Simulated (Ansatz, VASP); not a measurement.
As2Se: VASP beside Ansatz

```
As Se
1.0
     0.00000    3.26019    3.26019
     3.26019    0.00000    3.26019
     3.26019    3.26019    0.00000
As Se
2 1
Direct
  0.25000 0.25000 0.25000
  0.50000 0.50000 0.50000
  0.00000 0.00000 0.00000
```

Change from the starting cell: species swapped into the Cu2Se type (F-43m, No. 216).

Alike in both runs: functional PBE; k mesh 12 × 12 × 12; occupations gaussian, width 0.1 eV; no spin polarisation.

Ansatz relaxed the structure, and its values are those at the end. VASP's run is a single point on that final structure, the one shown.

|  | VASP | Ansatz |
| --- | --- | --- |
| version | VASP 6.6.1 | Ansatz 0.2.0 |
| potentials or method | VASP PAW PBE potentials, release 64 (As, Se), cutoff 520 eV | scalar-relativistic, plane waves, PAW |
| valence electrons in the cell | 16 | 46 |

```csv
,VASP,Ansatz,Ansatz less VASP
gap on the k mesh at the Fermi level (eV),none,none,-
pressure (GPa),0.0,0.0,-0.05
```

A gap of «none» marks a metal or a gap that the smearing closes. VASP's potentials hold 16 valence electrons a cell and Ansatz's 46, so a difference there can come from the potentials and not from the codes.
